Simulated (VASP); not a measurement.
A run of VASP 6.6.1 is set up as follows.

INCAR

```
SYSTEM = Au
PREC = Accurate
ENCUT = 600
EDIFF = 1E-6
ISMEAR = -1
SIGMA = 0.1
LREAL = .False.
LASPH = .True.
NELM = 100
ALGO = Normal
ISIF = 3
LWAVE = .False.
LCHARG = .False.
GGA = PS
IBRION = 2
NSW = 80
EDIFFG = -0.01
```

Contents of KPOINTS:

```
regular mesh
0
Gamma
  13 13 4
  0 0 0
```

Contents of POSCAR:

```
Au
1.0
    2.8837471341      0.0000000000      0.0000000000
   -1.4418735670      2.4973982762      0.0000000000
    0.0000000000      0.0000000000      9.4183181399
Au
4
Direct
    0.0000000000      0.0000000000      0.0000000000
    0.0000000000      0.0000000000      0.5000000000
    0.3333333333      0.6666666667      0.2500000000
    0.6666666667      0.3333333333      0.7500000000
```

Potentials or basis: VASP PAW PBE potentials, release 64 (Au).

Run with:

```console
$ cat potpaw_PBE.64/Au/POTCAR > POTCAR
$ mpirun -np 1 vasp_std > vasp.out
```

(1) What does it give for the space group after relaxing (to 0.1 Å)?

(2) What does it give for the relaxed volume?

Answers

(1) P6_3/mmc (No. 194).

(2) 16.99 Å³/atom.

Caveat: the PAW data sets were made with another functional, which shifts forces and pressure a little.
